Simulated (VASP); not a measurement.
# FeCuSO (P4/nmm) in VASP: single point with r2SCAN

Aim: the single point of FeCuSO with r2SCAN.

Everything below comes from runs of VASP 6.6.1. Logs are shortened: lines on timing, memory, paths and dates and some standing lists are left out, and cuts for length are marked.

## (1) The cell of the first run

Symmetry: P4/nmm, No. 129, tetragonal system. The conventional cell has a = 3.876 Å, b = 3.876 Å, c = 8.767 Å, α = 90.00°, β = 90.00°, γ = 90.00°. Within 3.1 Å of Cu (site symmetry -4m2) lie 4 S at 2.37 Å and 4 Cu at 2.74 Å. S (site symmetry 4mm) has 4 Cu at 2.37 Å within 3.1 Å. Fe (site symmetry -4m2) has 4 O at 2.04 Å and 4 Fe at 2.74 Å within 2.8 Å. Within 2.7 Å of O (site symmetry 4mm) lie 4 Fe at 2.04 Å.

## (2) Single point, r2SCAN

Input file POSCAR:

```
FeCuSO
1.0
    3.8760540000      0.0000000000      0.0000000000
    0.0000000000      3.8760540000      0.0000000000
    0.0000000000      0.0000000000      8.7674940000
Cu S Fe O
2 2 2 2
Direct
    0.7500000000      0.2500000000      0.5000000000
    0.2500000000      0.7500000000      0.5000000000
    0.2500000000      0.2500000000      0.3442000000
    0.7500000000      0.7500000000      0.6558000000
    0.2500000000      0.7500000000      0.0000000000
    0.7500000000      0.2500000000      0.0000000000
    0.2500000000      0.2500000000      0.9256000000
    0.7500000000      0.7500000000      0.0744000000
```

Input file INCAR.step1:

```
  PREC = Accurate
  ENCUT = 520
  ISMEAR = -1
  SIGMA = 0.0427
  LREAL = False
  LASPH = True
  NELM = 60
  NBANDS = 41
  GGA = PE
  ALGO = Normal
  EDIFF = 1E-4
  LWAVE = True
  LCHARG = False
```

Input file INCAR.step2:

```
  PREC = Accurate
  ENCUT = 520
  EDIFF = 1E-6
  ISMEAR = -1
  SIGMA = 0.0427
  LREAL = False
  LASPH = True
  NELM = 60
  ALGO = Normal
  ISIF = 2
  LWAVE = False
  LCHARG = False
  METAGGA = R2SCAN
  LMIXTAU = True
  NBANDS = 41
  ISTART = 1
```

Input file KPOINTS:

```
Automatic mesh
0
Gamma
  9 9 4
```

Potentials or basis: VASP PAW PBE potentials, release 64 (Cu, S, Fe, O).

Command:

```
cat potpaw_PBE.64/Cu/POTCAR potpaw_PBE.64/S/POTCAR potpaw_PBE.64/Fe/POTCAR potpaw_PBE.64/O/POTCAR > POTCAR
cp INCAR.step1 INCAR
mpirun -np 1 vasp_std > vasp.out
cp INCAR.step2 INCAR
mpirun -np 1 vasp_std > vasp.out
```

OUTCAR:

```text
PREC = Accurate
   ENCUT = 520
   EDIFF = 1E-6
   ISMEAR = -1
   LREAL = False
   LASPH = True
   NELM = 60
   ISIF = 2
   METAGGA = R2SCAN
   ISTART = 1

 ion  position               nearest neighbor table
   1  0.750  0.250  0.500-   3 2.37   4 2.37   4 2.37   3 2.37   2 2.74   2 2.74   2 2.74   2 2.74

   2  0.250  0.750  0.500-   3 2.37   4 2.37   3 2.37   4 2.37   1 2.74   1 2.74   1 2.74   1 2.74

   3  0.250  0.250  0.344-   1 2.37   2 2.37   2 2.37   1 2.37
   4  0.750  0.750  0.656-   1 2.37   2 2.37   1 2.37   2 2.37
   5  0.250  0.750  0.000-   7 2.04   8 2.04   7 2.04   8 2.04   6 2.74   6 2.74   6 2.74   6 2.74

   6  0.750  0.250  0.000-   7 2.04   8 2.04   8 2.04   7 2.04   5 2.74   5 2.74   5 2.74   5 2.74

   7  0.250  0.250  0.926-   5 2.04   6 2.04   5 2.04   6 2.04
   8  0.750  0.750  0.074-   5 2.04   6 2.04   6 2.04   5 2.04

  LATTYP: Found a simple tetragonal cell.
 ALAT       =     3.8760540000
 C/A-ratio  =     2.2619638426

  Lattice vectors:

 A1 = (   3.8760540000,   0.0000000000,   0.0000000000)
 A2 = (   0.0000000000,   3.8760540000,   0.0000000000)
 A3 = (   0.0000000000,   0.0000000000,   8.7674940000)

Analysis of symmetry for initial positions (statically):
=====================================================================
 Subroutine PRICEL returns:
 Original cell was already a primitive cell.

 Routine SETGRP: Setting up the symmetry group for a
 simple tetragonal supercell.

 Subroutine GETGRP returns: Found 16 space group operations
 (whereof  4 operations were pure point group operations)
 out of a pool of 16 trial point group operations.

The static configuration has the point symmetry C_2h.
 The point group associated with its full space group is D_4h.

Analysis of symmetry for dynamics (positions and initial velocities):
=====================================================================
 Subroutine PRICEL returns:
 Original cell was already a primitive cell.

 Routine SETGRP: Setting up the symmetry group for a
 simple tetragonal supercell.

 Subroutine GETGRP returns: Found 16 space group operations
 (whereof  4 operations were pure point group operations)
 out of a pool of 16 trial point group operations.

The dynamic configuration has the point symmetry C_2h.
 The point group associated with its full space group is D_4h.

 Subroutine INISYM returns: Found 16 space group operations
 (whereof  4 operations are pure point group operations),
 and found     1 'primitive' translations

----------------------------------------------------------------------------------------

                                     Primitive cell

  volume of cell :     131.7210

  direct lattice vectors                    reciprocal lattice vectors
     3.876054000  0.000000000  0.000000000     0.257994342  0.000000000  0.000000000
     0.000000000  3.876054000  0.000000000     0.000000000  0.257994342  0.000000000
     0.000000000  0.000000000  8.767494000     0.000000000  0.000000000  0.114057677

  length of vectors
     3.876054000  3.876054000  8.767494000     0.257994342  0.257994342  0.114057677

  position of ions in fractional coordinates (direct lattice)
     0.750000000  0.250000000  0.500000000
     0.250000000  0.750000000  0.500000000
     0.250000000  0.250000000  0.344200000
     0.750000000  0.750000000  0.655800000
     0.250000000  0.750000000  0.000000000
     0.750000000  0.250000000  0.000000000
     0.250000000  0.250000000  0.925600000
     0.750000000  0.750000000  0.074400000

  ion indices of the primitive-cell ions
   primitive index   ion index
                 1           1
                 2           2
                 3           3
                 4           4
                 5           5
                 6           6
                 7           7
                 8           8

----------------------------------------------------------------------------------------

 KPOINTS: Automatic mesh

Automatic generation of k-mesh.
 Grid dimensions read from file:
 generate k-points for:    9    9    4

 Generating k-lattice:

  Cartesian coordinates                     Fractional coordinates (reciprocal lattice)
     0.028666038  0.000000000  0.000000000     0.111111111  0.000000000  0.000000000
     0.000000000  0.028666038  0.000000000     0.000000000  0.111111111  0.000000000
     0.000000000  0.000000000  0.028514419     0.000000000  0.000000000  0.250000000

  Length of vectors
     0.028666038  0.028666038  0.028514419

  Shift w.r.t. Gamma in fractional coordinates (k-lattice)
     0.000000000  0.000000000  0.000000000

 Subroutine IBZKPT returns following result:
 ===========================================

 Found     45 irreducible k-points:

 Following reciprocal coordinates:
            Coordinates               Weight
  0.000000  0.000000  0.000000      1.000000
  0.111111  0.000000  0.000000      4.000000
  0.222222  0.000000  0.000000      4.000000
  0.333333  0.000000  0.000000      4.000000
  0.444444  0.000000  0.000000      4.000000
  0.111111  0.111111  0.000000      4.000000
[... 16 lines left out ...]
  0.333333  0.111111  0.250000     16.000000
  0.444444  0.111111  0.250000     16.000000
 [... further k-points ...]
   k-points           NKPTS =     45   k-points in BZ     NKDIM =     45   number of bands    NBANDS=     41
   number of dos      NEDOS =    301   number of ions     NIONS =      8
   total plane-waves  NPLWV =  63000
   dimension x,y,z NGX =    30 NGY =   30 NGZ =   70
   dimension x,y,z NGXF=    60 NGYF=   60 NGZF=  140
   ions per type =               2   2   2   2
   NGX,Y,Z   is equivalent  to a cutoff of  12.87, 12.87, 13.27 a.u.
   NGXF,Y,Z  is equivalent  to a cutoff of  25.73, 25.73, 26.55 a.u.
 SYSTEM =  unknown system
   PREC   = accura    normal or accurate (medium, high low for compatibility)
   ISTART =      1    job   : 0-new  1-cont  2-samecut
   ICHARG =      0    charge: 1-file 2-atom 10-const
   ISPIN  =      1    spin polarized calculation?
   LNONCOLLINEAR =      F non collinear calculations
   LSORBIT =      F    spin-orbit coupling
   LASPH  =      T    aspherical Exc in radial PAW
   ENCUT  =  520.0 eV  38.22 Ry    6.18 a.u.   7.21  7.21 16.30*2*pi/ulx,y,z
   NELM   =     60;   NELMIN=  2; NELMDL=  0     # of ELM steps
   EDIFF  = 0.1E-05   stopping-criterion for ELM
   LREAL  =      F    real-space projection
   EDIFFG = 0.1E-04   stopping-criterion for IOM
   NSW    =      0    number of steps for IOM
   IBRION =     -1    ionic relax: 0-MD 1-quasi-New 2-CG
   NFREE  =      0    steps in history (QN), initial steepest desc. (CG)
   ISIF   =      2    stress and relaxation
   ISYM   =      2    0-nonsym 1-usesym 2-fastsym
   POTIM  = 0.5000    time-step for ionic-motion
   TEBEG  =    0.0;   TEEND  =   0.0 temperature during run
   PSTRESS=    0.0 pullay stress
   NELECT =      62.0000    total number of electrons
   NUPDOWN=      -1.0000    fix difference up-down
   EMIN   =  10.00;   EMAX   =-10.00  energy-range for DOS
   EFERMI =   0.00;   METHOD = LEGACY
   ISMEAR =    -1;   SIGMA  =   0.04  broadening in eV -4-tet -1-fermi 0-gaus
   EFERMI_NEDOS =   21; number of points for ismear=-14 and -15
   IALGO  =     38    algorithm
   IMIX   =      4    mixing-type and parameters
     AMIX     =   0.40;   BMIX     =  1.00
     AMIX_MAG =   1.60;   BMIX_MAG =  1.00
  volume/ion in A,a.u.               =      16.47       111.11
  Fermi-wavevector in a.u.,A,eV,Ry     =   1.273465  2.406500 22.064747  1.621713
  Thomas-Fermi vector in A             =   2.406287
   LORBIT       =      0    0 simple, 1 ext, 2 COOP (PROOUT), +10 PAW based schemes
   METAGGA = R2SCAN    functional components
   LHFCALC =     F    Hartree Fock is set to
   AEXX    =    0.0000 exact exchange contribution
   IVDW    =     0    specifies the selected vdW correction
   LEPSILON=     F    determine dielectric tensor
   LRPA    =     F    only Hartree local field effects (RPA)
 non-spin polarized calculation
  energy-cutoff  :      520.00
  volume of cell :      131.72
 maximum number of plane-waves:      3566
 NGX is ok and might be reduce to    30
   NGX = 15   NGY = 15   NGZ = 33

 number of electron      61.9999990 magnetization

 Free energy of the ion-electron system (eV)
  ---------------------------------------------------
  ext. energy  EPLUGINS =         0.00000000
  ---------------------------------------------------
  free energy    TOTEN  =       -78.28996468 eV

  energy without entropy =      -78.20637428  energy(sigma->0) =      -78.24816948

 E-fermi :   2.8375     XC(G=0): -10.4739

 val. band max:        2.8356303047   @ k =   0.3333   0.1111   0.0000
 cond. band min:       2.8389320773   @ k =   0.3333   0.3333   0.5000
 fundamental gap:      0.0033017726
 Fermi energy:         2.8375351294

 k-point     1 :       0.0000    0.0000    0.0000
  band No.  band energies     occupation
      1     -17.6815      2.00000
      2     -17.1166      2.00000
      3     -10.8948      2.00000
      4     -10.0392      2.00000
      5      -2.6631      2.00000
      6      -2.6631      2.00000
[... 33 lines left out ...]
     40       8.0489      0.00000
     41       9.5243      0.00000

 k-point     2 :       0.1111    0.0000    0.0000
  band No.  band energies     occupation
      1     -17.6496      2.00000
      2     -17.1171      2.00000
      3     -10.8414      2.00000
      4     -10.0301      2.00000
      5      -2.7462      2.00000
      6      -2.6667      2.00000
[... 33 lines left out ...]
     40       8.1805      0.00000
     41       9.2457      0.00000

 k-point     3 :       0.2222    0.0000    0.0000
  band No.  band energies     occupation
      1     -17.5619      2.00000
      2     -17.1242      2.00000
      3     -10.6932      2.00000
      4     -10.0160      2.00000
      5      -2.9403      2.00000
      6      -2.8416      2.00000
[... 875 lines left out ...]
      2     -17.1442      2.00000
      3     -10.4440      2.00000
      4     -10.0092      2.00000
      5      -3.2887      2.00000
      6      -3.2637      2.00000
[... 33 lines left out ...]
     40       9.0863      0.00000
     41      10.1722      0.00000

 k-point    24 :       0.4444    0.1111    0.2500
  band No.  band energies     occupation
      1     -17.2968      2.00000
      2     -17.2018      2.00000
      3     -10.2385      2.00000
      4     -10.0844      2.00000
      5      -3.4286      2.00000
      6      -3.4182      2.00000
[... 33 lines left out ...]
     40       9.4056      0.00000
     41       9.5828      0.00000

 [... further k-points ...]

------------------------ aborting loop because EDIFF is reached ----------------------------------------

  FORCE on cell =-STRESS in cart. coord.  units (eV):
  Direction    XX          YY          ZZ          XY          YZ          ZX
  --------------------------------------------------------------------------------------
  -------------------------------------------------------------------------------------
  Total      -16.1905615    -16.1905615     -7.2871891     -0.0000000     -0.0000000      0.0000000
  in kB     -196.9324926   -196.9324926    -88.6370934     -0.0000000     -0.0000000      0.0000000
  external PRESSURE =    -160.8340262 kB  Pullay stress =       0.0000000 kB

 VOLUME and BASIS-vectors are now :
 -----------------------------------------------------------------------------
  energy-cutoff  :      520.00
  volume of cell :      131.72
      direct lattice vectors                 reciprocal lattice vectors
     3.876054000  0.000000000  0.000000000     0.257994342  0.000000000  0.000000000
     0.000000000  3.876054000  0.000000000     0.000000000  0.257994342  0.000000000
     0.000000000  0.000000000  8.767494000     0.000000000  0.000000000  0.114057677

 POSITION                                       TOTAL-FORCE (eV/Angst)
 -----------------------------------------------------------------------------------
      2.90704      0.96901      4.38375        -0.000000      0.000000      0.000000
      0.96901      2.90704      4.38375         0.000000      0.000000      0.000000
      0.96901      0.96901      3.01777         0.000000     -0.000000      0.651784
      2.90704      2.90704      5.74972        -0.000000     -0.000000     -0.651784
      0.96901      2.90704      0.00000        -0.000000     -0.000000     -0.000000
      2.90704      0.96901      0.00000        -0.000000      0.000000     -0.000000
      0.96901      0.96901      8.11519        -0.000000      0.000000      1.553242
      2.90704      2.90704      0.65230         0.000000     -0.000000     -1.553242
 -----------------------------------------------------------------------------------
    total drift:                                0.000000     -0.000000      0.000000

  FREE ENERGIE OF THE ION-ELECTRON SYSTEM (eV)
  ---------------------------------------------------
  free  energy   TOTEN  =       -78.2899646752 eV

  energy  without entropy=      -78.2063742784  energy(sigma->0) =      -78.24816948
```

It took 25 min on 1 thread of Intel Xeon Platinum 8259CL at 2.50GHz (Skylake/Cascade Lake), shared host; peak memory 0.41 GiB.

Results:

| Quantity | Value |
| --- | --- |
| Free energy | -78.2900 eV |
| Pressure | -16.1 GPa |
| Largest force | 1.553 eV/Å |
| Band gap on the k mesh | zero (bands 31 and 32 overlap by 0.72 eV) |

Forces in eV/Å, atoms in the order of the input:
```
Cu   0.000  0.000  0.000
Cu   0.000  0.000  0.000
S    0.000  0.000  0.652
S    0.000  0.000 -0.652
Fe   0.000  0.000  0.000
Fe   0.000  0.000  0.000
O    0.000  0.000  1.553
O    0.000  0.000 -1.553
```

Levels at points of the mesh, in eV from the Fermi level:
```tsv
k point	band 26	band 27	band 28	band 29	band 30	band 31	band 32	band 33	band 34	band 35
(0.00, 0.00, 0.00)	-0.19	-0.03	-0.01	0.05	0.05	0.18	0.39	0.39	0.65	0.65
(0.00, 0.00, 0.50)	-0.20	-0.19	-0.03	0.01	0.01	0.48	0.48	0.60	0.60	0.61
```

Caveat: the stress differs along the axes, from -20 to -9 GPa; the PAW data sets were made with another functional, which shifts forces and pressure a little; the run has no spin polarisation, though such a crystal can be magnetic; semilocal functionals often make such compounds metallic where correlation or magnetic order opens a gap, which also shifts bond lengths. Spin polarisation is off, so any magnetic state and its effect on volume and gap are missing.
